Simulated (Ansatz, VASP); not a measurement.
# Two plane-wave programs on AlRu

The input INCAR:

```
SYSTEM = AlRu
PREC = Accurate
ENCUT = 520
EDIFF = 1E-6
ISMEAR = 0
SIGMA = 0.15
LREAL = .False.
LASPH = .True.
NELM = 100
ALGO = Fast
ISIF = 2
LWAVE = .False.
LCHARG = .True.
GGA = PE
LELF = .True.
LVHAR = .True.
NBANDS = 16
```

Contents of KPOINTS:

```
Automatic mesh
0
Gamma
  20 20 20
  0 0 0
```

Contents of POSCAR:

```
AlRu
1.0
    3.0040847246      0.0000000000      0.0000000000
    0.0000000000      3.0040847246      0.0000000000
    0.0000000000      0.0000000000      3.0040847246
Al Ru
1 1
Direct
    0.0000000000      0.0000000000      0.0000000000
    0.5000000000      0.5000000000      0.4667119908
```

Input for Ansatz:

```yaml
crystal:
  lattice:
    - [3.0040847246, 0.0, 0.0]
    - [0.0, 3.0040847246, 0.0]
    - [0.0, 0.0, 3.0040847246]
  atoms:
    - { symbol: Al, position: [0.0, 0.0, 0.0] }
    - { symbol: Ru, position: [0.5, 0.5, 0.4667119908] }
basis:
  ecutwfc: 420
kpoints:
  mp_grid: { grid: [20, 20, 20] }
hamiltonian:
  xc: pbe
scf:
  occupations: { method: gaussian, width: 0.15 }
output:
  forces: true
  stress: true
  eigenvalues: true
```

Change from the starting cell: all Ru atoms moved -0.100 Å, as atom 2 along Cartesian [0 0 1].

Alike in both runs: task single point; functional PBE; k mesh 20 × 20 × 20; occupations gaussian, width 0.15 eV; no spin polarisation.

|  | VASP | Ansatz |
| --- | --- | --- |
| version | VASP 6.6.1 | Ansatz 0.2.0 |
| potentials or method | VASP PAW PBE potentials, release 64 (Al, Ru_pv), cutoff 520 eV | scalar-relativistic, plane waves, PAW |
| valence electrons in the cell | 17 | 19 |

```csv
,VASP,Ansatz,Ansatz less VASP
gap on the k mesh at the Fermi level (eV),none,none,-
pressure (GPa),0.7,0.7,+0.07
"traceless stress, the component that is largest in VASP (GPa)",-0.50,-0.49,+0.009
rms of the force components (eV/Å),0.430,0.427,-0.0028
```

Atom by atom the forces differ by 0.003 eV/Å (rms over components). A gap of «none» marks a metal or a gap that the smearing closes. VASP's potentials hold 17 valence electrons a cell and Ansatz's 19, so a difference there can come from the potentials and not from the codes.
